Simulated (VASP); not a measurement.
Si2Ni:

```
Si Ni
1.0
     0.00000    2.56390    2.56390
     2.56390    0.00000    2.56390
     2.56390    2.56390    0.00000
Si Ni
2 1
Direct
  0.25000 0.25000 0.25000
  0.75000 0.75000 0.75000
  0.00000 0.00000 0.00000
```

Program: VASP 6.6.1. Alike in all runs: task single point; level LDA; potentials or basis VASP PAW LDA potentials, release 64 (Si, Ni); spin collinear, ferromagnetic start; cell as given; k mesh 14 × 14 × 14; cutoff (eV) 520; smearing gaussian 0.15 eV.

Q: Order these runs on this cell by their pressure, lowest first.
A. fixed moment (μB) 0.625
B. fixed moment (μB) 0.875
C. fixed moment (μB) 0.25

A: C (29.1 GPa), A (31.9 GPa), B (33.7 GPa).

Caveats: the cell stands under pressure; the total moment is fixed, so each spin has its own Fermi level.
